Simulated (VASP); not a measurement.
Set up this calculation in VASP 6.6.1, as the native input.

* Task: single point
* Functional: PBE
* Potentials or basis: VASP PAW PBE potentials, release 64 (Ba_sv, S)
* Cutoff: 520 eV
* k mesh: 6 × 6 × 4
* Occupations: gaussian, width 0.01 eV
* Spin: no spin polarisation
* Dipole correction: no
* Further INCAR settings: ALGO = Normal; EDIFF = 1e-07; NBANDS = 24

The structure of BaS lies in POSCAR:

```
BaS
1.0
    5.3844481442      0.0000000000      0.0000000000
   -2.6922240721      4.6630688783      0.0000000000
    0.0000000000      0.0000000000      6.3816974997
Ba S
2 2
Direct
    0.3333333333      0.6666666667      0.2500000000
    0.6666666667      0.3333333333      0.7500000000
    0.6666666667      0.3333333333      0.2500000000
    0.3333333333      0.6666666667      0.7500000000
```

One way to write it, as run:

INCAR

```
PREC = Accurate
ENCUT = 520
EDIFF = 1E-7
ISMEAR = 0
SIGMA = 0.01
LREAL = False
LASPH = True
NELM = 100
ALGO = Normal
ISIF = 2
LWAVE = False
LCHARG = False
GGA = PE
NBANDS = 24
```

KPOINTS

```
Automatic mesh
0
Gamma
  6 6 4
```

Potentials or basis: VASP PAW PBE potentials, release 64 (Ba_sv, S).

Command:

```console
$ cat potpaw_PBE.64/Ba_sv/POTCAR potpaw_PBE.64/S/POTCAR > POTCAR
$ mpirun -np 1 vasp_std > vasp.out
```

It gave:

* Pressure: 0.4 GPa
* Band gap on the k mesh: 2.47 eV (least direct gap 2.62 eV)

Caveat: spin-orbit coupling is left out, which moves the levels of the heavy elements.

Wall time 96 s on 1 thread of Intel(R) Xeon(R) Platinum 8259CL CPU @ 2.50GHz (Skylake/Cascade Lake) (shared host), peak memory 0.29 GiB.
